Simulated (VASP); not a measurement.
# SiO2 (Stishovite) (P4_2/mnm) in VASP: notebook

The runs below take SiO2 (Stishovite) through single point, with PBE.

All numbers are computed with VASP 6.6.1; they aren't measurements. Logs are shortened: lines on timing, memory, paths and dates and some standing lists are left out, and cuts for length are marked.

### Step 1. The cell of the first run

Symmetry: P4_2/mnm, No. 136, tetragonal system. Conventional cell: a = 4.177 Å, b = 4.177 Å, c = 2.665 Å, α = 90.00°, β = 90.00°, γ = 90.00°. Si (site symmetry mmm) has 6 O at 1.76 to 1.81 Å within 2.3 Å. O (site symmetry m2m) has 3 Si at 1.76 to 1.81 Å and 1 O at 2.29 Å within 2.3 Å.

### Step 2. Single point, PBE

INCAR

```
SYSTEM = SiO2
  PREC = Accurate
  ENCUT = 520
  EDIFF = 1E-6
  ISMEAR = 1
  SIGMA = 0.1
  LREAL = .FALSE.
  LASPH = .TRUE.
  NELM = 100
  ALGO = Normal
  ISIF = 2
  LWAVE = .FALSE.
  LCHARG = .FALSE.
  GGA = PE
  NBANDS = 25
```

KPOINTS

```
regular mesh
0
G
  6 6 8
  0 0 0
```

POSCAR

```
SiO2
1.0
    4.1773000000      0.0000000000      0.0000000000
    0.0000000000      4.1773000000      0.0000000000
    0.0000000000      0.0000000000      2.6652000000
Si O
2 4
Direct
    0.0000000000      0.0000000000      0.0000000000
    0.5000000000      0.5000000000      0.5000000000
    0.3059000000      0.3059000000      0.0000000000
    0.1941000000      0.8059000000      0.5000000000
    0.6941000000      0.6941000000      0.0000000000
    0.8059000000      0.1941000000      0.5000000000
```

Potentials or basis: VASP PAW PBE potentials, release 64 (Si, O).

Command:

```
> cat potpaw_PBE.64/Si/POTCAR potpaw_PBE.64/O/POTCAR > POTCAR
> mpirun -np 1 vasp_std > vasp.out
```

OUTCAR:

```text
SYSTEM = SiO2
   PREC = Accurate
   ENCUT = 520
   EDIFF = 1E-6
   ISMEAR = 1
   LREAL = .FALSE.
   LASPH = .TRUE.
   NELM = 100
   ISIF = 2
   GGA = PE

 ion  position               nearest neighbor table
   1  0.000  0.000  0.000-   4 1.76   6 1.76   4 1.76   6 1.76   5 1.81   3 1.81
   2  0.500  0.500  0.500-   3 1.76   5 1.76   3 1.76   5 1.76   4 1.81   6 1.81
   3  0.306  0.306  0.000-   2 1.76   2 1.76   1 1.81
   4  0.194  0.806  0.500-   1 1.76   1 1.76   2 1.81
   5  0.694  0.694  0.000-   2 1.76   2 1.76   1 1.81
   6  0.806  0.194  0.500-   1 1.76   1 1.76   2 1.81

  LATTYP: Found a simple tetragonal cell.
 ALAT       =     4.1773000000
 C/A-ratio  =     0.6380197735

  Lattice vectors:

 A1 = (   4.1773000000,   0.0000000000,   0.0000000000)
 A2 = (   0.0000000000,   4.1773000000,   0.0000000000)
 A3 = (   0.0000000000,   0.0000000000,   2.6652000000)

Analysis of symmetry for initial positions (statically):
=====================================================================
 Subroutine PRICEL returns:
 Original cell was already a primitive cell.

 Routine SETGRP: Setting up the symmetry group for a
 simple tetragonal supercell.

 Subroutine GETGRP returns: Found 16 space group operations
 (whereof  8 operations were pure point group operations)
 out of a pool of 16 trial point group operations.

The static configuration has the point symmetry D_2h.
 The point group associated with its full space group is D_4h.

Analysis of symmetry for dynamics (positions and initial velocities):
=====================================================================
 Subroutine PRICEL returns:
 Original cell was already a primitive cell.

 Routine SETGRP: Setting up the symmetry group for a
 simple tetragonal supercell.

 Subroutine GETGRP returns: Found 16 space group operations
 (whereof  8 operations were pure point group operations)
 out of a pool of 16 trial point group operations.

The dynamic configuration has the point symmetry D_2h.
 The point group associated with its full space group is D_4h.

 Subroutine INISYM returns: Found 16 space group operations
 (whereof  8 operations are pure point group operations),
 and found     1 'primitive' translations

----------------------------------------------------------------------------------------

                                     Primitive cell

  volume of cell :      46.5073

  direct lattice vectors                    reciprocal lattice vectors
     4.177300000  0.000000000  0.000000000     0.239389079  0.000000000  0.000000000
     0.000000000  4.177300000  0.000000000     0.000000000  0.239389079  0.000000000
     0.000000000  0.000000000  2.665200000     0.000000000  0.000000000  0.375206363

  length of vectors
     4.177300000  4.177300000  2.665200000     0.239389079  0.239389079  0.375206363

  position of ions in fractional coordinates (direct lattice)
     0.000000000  0.000000000  0.000000000
     0.500000000  0.500000000  0.500000000
     0.305900000  0.305900000  0.000000000
     0.194100000  0.805900000  0.500000000
     0.694100000  0.694100000  0.000000000
     0.805900000  0.194100000  0.500000000

  ion indices of the primitive-cell ions
   primitive index   ion index
                 1           1
                 2           2
                 3           3
                 4           4
                 5           5
                 6           6

----------------------------------------------------------------------------------------

 KPOINTS: regular mesh

Automatic generation of k-mesh.
 Grid dimensions read from file:
 generate k-points for:    6    6    8

 Generating k-lattice:

  Cartesian coordinates                     Fractional coordinates (reciprocal lattice)
     0.039898180  0.000000000  0.000000000     0.166666667  0.000000000  0.000000000
     0.000000000  0.039898180  0.000000000     0.000000000  0.166666667  0.000000000
     0.000000000  0.000000000  0.046900795     0.000000000  0.000000000  0.125000000

  Length of vectors
     0.039898180  0.039898180  0.046900795

  Shift w.r.t. Gamma in fractional coordinates (k-lattice)
     0.000000000  0.000000000  0.000000000

 Subroutine IBZKPT returns following result:
 ===========================================

 Found     50 irreducible k-points:

 Following reciprocal coordinates:
            Coordinates               Weight
  0.000000  0.000000  0.000000      1.000000
  0.166667  0.000000  0.000000      4.000000
  0.333333  0.000000  0.000000      4.000000
  0.500000  0.000000  0.000000      2.000000
  0.166667  0.166667  0.000000      4.000000
  0.333333  0.166667  0.000000      8.000000
[... 16 lines left out ...]
  0.333333  0.000000  0.250000      8.000000
  0.500000  0.000000  0.250000      4.000000
 [... further k-points ...]
   k-points           NKPTS =     50   k-points in BZ     NKDIM =     50   number of bands    NBANDS=     25
   number of dos      NEDOS =    301   number of ions     NIONS =      6
   total plane-waves  NPLWV =  20480
   dimension x,y,z NGX =    32 NGY =   32 NGZ =   20
   dimension x,y,z NGXF=    64 NGYF=   64 NGZF=   40
   ions per type =               2   4
   NGX,Y,Z   is equivalent  to a cutoff of  12.74, 12.74, 12.48 a.u.
   NGXF,Y,Z  is equivalent  to a cutoff of  25.47, 25.47, 24.95 a.u.
 SYSTEM =  SiO2
   PREC   = accura    normal or accurate (medium, high low for compatibility)
   ISTART =      0    job   : 0-new  1-cont  2-samecut
   ICHARG =      2    charge: 1-file 2-atom 10-const
   ISPIN  =      1    spin polarized calculation?
   LNONCOLLINEAR =      F non collinear calculations
   LSORBIT =      F    spin-orbit coupling
   LASPH  =      T    aspherical Exc in radial PAW
   ENCUT  =  520.0 eV  38.22 Ry    6.18 a.u.   7.77  7.77  4.96*2*pi/ulx,y,z
   NELM   =    100;   NELMIN=  2; NELMDL= -5     # of ELM steps
   EDIFF  = 0.1E-05   stopping-criterion for ELM
   LREAL  =      F    real-space projection
   EDIFFG = 0.1E-04   stopping-criterion for IOM
   NSW    =      0    number of steps for IOM
   IBRION =     -1    ionic relax: 0-MD 1-quasi-New 2-CG
   NFREE  =      0    steps in history (QN), initial steepest desc. (CG)
   ISIF   =      2    stress and relaxation
   ISYM   =      2    0-nonsym 1-usesym 2-fastsym
   POTIM  = 0.5000    time-step for ionic-motion
   TEBEG  =    0.0;   TEEND  =   0.0 temperature during run
   PSTRESS=    0.0 pullay stress
   NELECT =      32.0000    total number of electrons
   NUPDOWN=      -1.0000    fix difference up-down
   EMIN   =  10.00;   EMAX   =-10.00  energy-range for DOS
   EFERMI =   0.00;   METHOD = LEGACY
   ISMEAR =     1;   SIGMA  =   0.10  broadening in eV -4-tet -1-fermi 0-gaus
   EFERMI_NEDOS =   21; number of points for ismear=-14 and -15
   IALGO  =     38    algorithm
   IMIX   =      4    mixing-type and parameters
     AMIX     =   0.40;   BMIX     =  1.00
     AMIX_MAG =   1.60;   BMIX_MAG =  1.00
  volume/ion in A,a.u.               =       7.75        52.31
  Fermi-wavevector in a.u.,A,eV,Ry     =   1.445277  2.731178 28.420200  2.088826
  Thomas-Fermi vector in A             =   2.563477
   LORBIT       =      0    0 simple, 1 ext, 2 COOP (PROOUT), +10 PAW based schemes
   GGA     = PE    functional components
   LHFCALC =     F    Hartree Fock is set to
   AEXX    =    0.0000 exact exchange contribution
   IVDW    =     0    specifies the selected vdW correction
   LEPSILON=     F    determine dielectric tensor
   LRPA    =     F    only Hartree local field effects (RPA)
 non-spin polarized calculation
 Methfessel and Paxton  Order N= 1 SIGMA  =   0.10
  energy-cutoff  :      520.00
  volume of cell :       46.51
 maximum number of plane-waves:      1268
 NGX is ok and might be reduce to    32
   NGX = 15   NGY = 15   NGZ =  9

 number of electron      31.9999975 magnetization

 Free energy of the ion-electron system (eV)
  ---------------------------------------------------
  ext. energy  EPLUGINS =         0.00000000
  ---------------------------------------------------
  free energy    TOTEN  =       -46.25412144 eV

  energy without entropy =      -46.25414325  energy(sigma->0) =      -46.25412871

 E-fermi :   8.3454     XC(G=0): -12.2781

 val. band max:        8.2617403430   @ k =   0.0000   0.0000   0.0000
 cond. band min:      13.8864891663   @ k =   0.0000   0.0000   0.0000
 fundamental gap:      5.6247488233
 Fermi energy:         8.3454225335

 k-point     1 :       0.0000    0.0000    0.0000
  band No.  band energies     occupation
      1     -14.3357      2.00000
      2     -10.6977      2.00000
      3     -10.6977      2.00000
      4     -10.4571      2.00000
      5      -2.6410      2.00000
      6       1.8080      2.00000
[... 17 lines left out ...]
     24      22.5655      0.00000
     25      24.1156      0.00000

 k-point     2 :       0.1667    0.0000    0.0000
  band No.  band energies     occupation
      1     -14.1900      2.00000
      2     -11.3600      2.00000
      3     -10.6239      2.00000
      4     -10.1037      2.00000
      5      -2.4436      2.00000
      6       1.0651      2.00000
[... 17 lines left out ...]
     24      21.9890      0.00000
     25      23.9032      0.00000

 k-point     3 :       0.3333    0.0000    0.0000
  band No.  band energies     occupation
      1     -13.7643      2.00000
      2     -12.2518      2.00000
      3     -10.4259      2.00000
      4     -10.0146      2.00000
      5      -1.9001      2.00000
      6      -0.0617      2.00000
[... 552 lines left out ...]
 k-point    23 :       0.3333    0.0000    0.2500
  band No.  band energies     occupation
      1     -13.0122      2.00000
      2     -11.6969      2.00000
      3     -10.1592      2.00000
      4      -9.9710      2.00000
      5      -1.4040      2.00000
      6       0.4022      2.00000
[... 17 lines left out ...]
     24      21.2047      0.00000
     25      22.0812      0.00000

 k-point    24 :       0.5000    0.0000    0.2500
  band No.  band energies     occupation
      1     -12.4183      2.00000
      2     -12.4183      2.00000
      3     -10.0314      2.00000
      4     -10.0314      2.00000
      5      -0.4792      2.00000
      6      -0.4792      2.00000
[... 17 lines left out ...]
     24      21.2242      0.00000
     25      22.0283      0.00000

 [... further k-points ...]

------------------------ aborting loop because EDIFF is reached ----------------------------------------

  FORCE on cell =-STRESS in cart. coord.  units (eV):
  Direction    XX          YY          ZZ          XY          YZ          ZX
  --------------------------------------------------------------------------------------
  -------------------------------------------------------------------------------------
  Total        3.1050581      3.1050581      3.7271433      0.0000000      0.0000000      0.0000000
  in kB      106.9693040    106.9693040    128.4001515      0.0000000      0.0000000      0.0000000
  external PRESSURE =     114.1129198 kB  Pullay stress =       0.0000000 kB

 VOLUME and BASIS-vectors are now :
 -----------------------------------------------------------------------------
  energy-cutoff  :      520.00
  volume of cell :       46.51
      direct lattice vectors                 reciprocal lattice vectors
     4.177300000  0.000000000  0.000000000     0.239389079  0.000000000  0.000000000
     0.000000000  4.177300000  0.000000000     0.000000000  0.239389079  0.000000000
     0.000000000  0.000000000  2.665200000     0.000000000  0.000000000  0.375206363

 POSITION                                       TOTAL-FORCE (eV/Angst)
 -----------------------------------------------------------------------------------
      0.00000      0.00000      0.00000         0.000000      0.000000      0.000000
      2.08865      2.08865      1.33260         0.000000      0.000000      0.000000
      1.27784      1.27784      0.00000        -0.070293     -0.070293      0.000000
      0.81081      3.36649      1.33260         0.070293     -0.070293      0.000000
      2.89946      2.89946      0.00000         0.070293      0.070293      0.000000
      3.36649      0.81081      1.33260        -0.070293      0.070293      0.000000
 -----------------------------------------------------------------------------------
    total drift:                                0.000000      0.000000     -0.000000

  FREE ENERGIE OF THE ION-ELECTRON SYSTEM (eV)
  ---------------------------------------------------
  free  energy   TOTEN  =       -46.2541214387 eV

  energy  without entropy=      -46.2541432549  energy(sigma->0) =      -46.25412871
```

Wall time 20 s (1 thread of Intel Xeon 6975P-C (Granite Rapids), shared host); peak memory 0.17 GiB.

Results:

* Free energy: -46.2541 eV
* Pressure: 11.4 GPa
* Largest force: 0.099 eV/Å
* Band gap on the k mesh: 5.62 eV, direct

Forces in eV/Å, atoms in the order of the input:
```
Si   0.000  0.000  0.000
Si   0.000  0.000  0.000
O   -0.070 -0.070  0.000
O    0.070 -0.070  0.000
O    0.070  0.070  0.000
O   -0.070  0.070  0.000
```

Stress tensor (GPa, compression positive):
```
10.70  0.00  0.00
 0.00 10.70  0.00
 0.00  0.00 12.84
```

Levels at points of the mesh, in eV from the valence-band top:
| k point | band 14 | band 15 | band 16 | band 17 | band 18 | band 19 |
| --- | --- | --- | --- | --- | --- | --- |
| (0.00, 0.00, 0.00) | -0.88 | -0.88 | 0.00 | 5.62 | 6.72 | 8.52 |
| (0.50, 0.00, 0.00) | -2.69 | -1.07 | -1.07 | 7.76 | 7.76 | 9.10 |
| (0.50, 0.50, 0.00) | -2.68 | -2.29 | -2.29 | 7.45 | 7.45 | 10.09 |
| (0.00, 0.00, 0.50) | -3.08 | -2.69 | -2.69 | 9.11 | 9.11 | 12.66 |
| (0.50, 0.00, 0.50) | -2.29 | -1.76 | -1.76 | 8.80 | 8.80 | 9.87 |
| (0.50, 0.50, 0.50) | -1.77 | -1.56 | -1.56 | 7.19 | 7.19 | 11.04 |

A k mesh can miss the band edges. As with any semilocal functional, this PBE gap is likely too small.

### Step 3. Single point, PBE

INCAR

```
PREC = Accurate ; ENCUT = 520
EDIFF = 1E-6 ; ISMEAR = 1
SIGMA = 0.1 ; LREAL = F
LASPH = T ; NELM = 100
ALGO = Normal ; ISIF = 2
LWAVE = F ; LCHARG = F
GGA = PE ; NBANDS = 25
```

KPOINTS

```
Automatic mesh
0
Gamma
  6 6 8
```

POSCAR is that of step 2.

Potentials or basis: VASP PAW PBE potentials, release 64 (Si, O).

Command:

```
> cat potpaw_PBE.64/Si/POTCAR potpaw_PBE.64/O/POTCAR > POTCAR
> mpirun -np 1 vasp_std > vasp.out
```

Wall time 18 s (1 thread of Intel Xeon 6975P-C (Granite Rapids), shared host); peak memory 0.17 GiB.

The run converged. Its results:

| Item | Value |
| --- | --- |
| Free energy | -46.2541 eV |
| Pressure | 11.4 GPa |
| Largest force | 0.099 eV/Å |
| Band gap on the k mesh | 5.62 eV, direct |

Forces in eV/Å, atoms in the order of the input:
```
Si   0.000  0.000  0.000
Si   0.000  0.000  0.000
O   -0.070 -0.070  0.000
O    0.070 -0.070  0.000
O    0.070  0.070  0.000
O   -0.070  0.070  0.000
```

Stress tensor (GPa, compression positive):
```
10.70  0.00  0.00
 0.00 10.70  0.00
 0.00  0.00 12.84
```

Levels at points of the mesh, in eV from the valence-band top:
```csv
k point,band 12,band 13,band 14,band 15,band 16,band 17,band 18,band 19,band 20,band 21
"(0.00, 0.00, 0.00)",-3.14,-2.51,-0.88,-0.88,0.00,5.62,6.72,8.52,8.52,11.13
"(0.50, 0.00, 0.00)",-3.89,-2.69,-2.69,-1.07,-1.07,7.76,7.76,9.10,9.10,11.07
"(0.50, 0.50, 0.00)",-3.27,-2.68,-2.68,-2.29,-2.29,7.45,7.45,10.09,10.09,13.20
"(0.00, 0.00, 0.50)",-4.64,-3.08,-3.08,-2.69,-2.69,9.11,9.11,12.66,12.66,12.78
"(0.50, 0.00, 0.50)",-4.00,-2.29,-2.29,-1.76,-1.76,8.80,8.80,9.87,9.87,12.27
"(0.50, 0.50, 0.50)",-4.51,-1.77,-1.77,-1.56,-1.56,7.19,7.19,11.04,11.04,11.69
```

A k mesh can miss the band edges.
